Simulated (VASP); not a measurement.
Set up this calculation in VASP 6.6.1, as the native input.

* Task: single point
* Functional: PBE
* Potentials or basis: VASP PAW PBE potentials, release 64 (Pt)
* Cutoff: 520 eV
* k mesh: 20 × 20 × 20
* Occupations: gaussian, width 0.15 eV
* Spin: no spin polarisation
* Dipole correction: no
* Further INCAR settings: ALGO = Normal; EDIFF = 1e-07; NBANDS = 11

The structure of Pt lies in POSCAR:

```
Pt
1.0
    0.0000000000      1.8600050000      1.9579000000
    1.8600050000      0.0000000000      1.9579000000
    1.8600050000      1.8600050000      0.0000000000
Pt
1
Direct
    0.0000000000      0.0000000000      0.0000000000
```

This cell differs from its parent crystal: strain -0.0500 x Voigt [1, 1, 0, 0, 0, 0].

These files were run (other wordings do the same):

INCAR

```
SYSTEM = Pt
PREC     = Accurate       ! precision mode
ENCUT    = 520            ! plane-wave cutoff, eV
EDIFF    = 1E-7           ! SCF threshold, eV
ISMEAR   = 0              ! smearing method
SIGMA    = 0.15           ! smearing width, eV
LREAL    = .FALSE.        ! projectors in reciprocal space
LASPH    = .TRUE.         ! aspherical terms in the spheres
NELM     = 80             ! most SCF steps
ALGO     = Normal         ! electronic algorithm
ISIF     = 2              ! what is computed and relaxed
LWAVE    = .FALSE.        ! write WAVECAR
LCHARG   = .TRUE.         ! write CHGCAR
GGA      = PE             ! functional
LELF     = .TRUE.         ! ELF
LVHAR    = .TRUE.       
NBANDS   = 11             ! bands
```

KPOINTS

```
regular mesh
0
G
  20 20 20
  0 0 0
```

Potentials or basis: VASP PAW PBE potentials, release 64 (Pt).

The run is started by

```console
$ cat potpaw_PBE.64/Pt/POTCAR > POTCAR
$ mpirun -np 1 vasp_std > vasp.out
```

It gave:

- Pressure: 52.6 GPa
- Band gap on the k mesh: zero (bands 5 and 6 overlap by 3.02 eV)

Caveat: the cell differs from its parent crystal (strain -0.0500 x Voigt [1, 1, 0, 0, 0, 0]); the stress differs along the axes, from 46 to 56 GPa; spin-orbit coupling is left out, which moves the levels of the heavy elements.

Run time: 54 s on 1 thread of Intel(R) Xeon(R) Platinum 8488C (Sapphire Rapids), with other jobs on the host, peak memory 0.21 GiB.
